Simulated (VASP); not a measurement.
Input of a VASP 6.6.1 run:

The input INCAR:

```
PREC = Accurate ; ENCUT = 520
EDIFF = 1E-6 ; ISMEAR = -1
SIGMA = 0.03 ; LREAL = F
LASPH = T ; NELM = 60
ALGO = Normal ; ISIF = 2
LWAVE = F ; LCHARG = F
GGA = PS ; NBANDS = 15
```

KPOINTS

```
Automatic mesh
0
Gamma
  16 16 16
```

File POSCAR:

```
TiC
1.0
    0.0000000000      2.1924769499      2.1924769499
    2.1924769499      0.0000000000      2.1924769499
    2.1924769499      2.1924769499      0.0000000000
Ti C
1 1
Direct
    0.0000000000      0.0000000000      0.0000000000
    0.5000000000      0.5000000000      0.5000000000
```

Potentials or basis: VASP PAW PBE potentials, release 64 (Ti_sv, C).

Run with:

```sh
$ cat potpaw_PBE.64/Ti_sv/POTCAR potpaw_PBE.64/C/POTCAR > POTCAR
$ mpirun -np 1 vasp_std > vasp.out
```

Problem. Predict the pressure.

Solution. -14.7 GPa.

Problem. Predict the band gap on the k mesh.

Solution. Zero (bands 8 and 9 overlap by 1.05 eV).

Caveat: the cell stands under tension; the PAW data sets were made with another functional, which shifts forces and pressure a little.
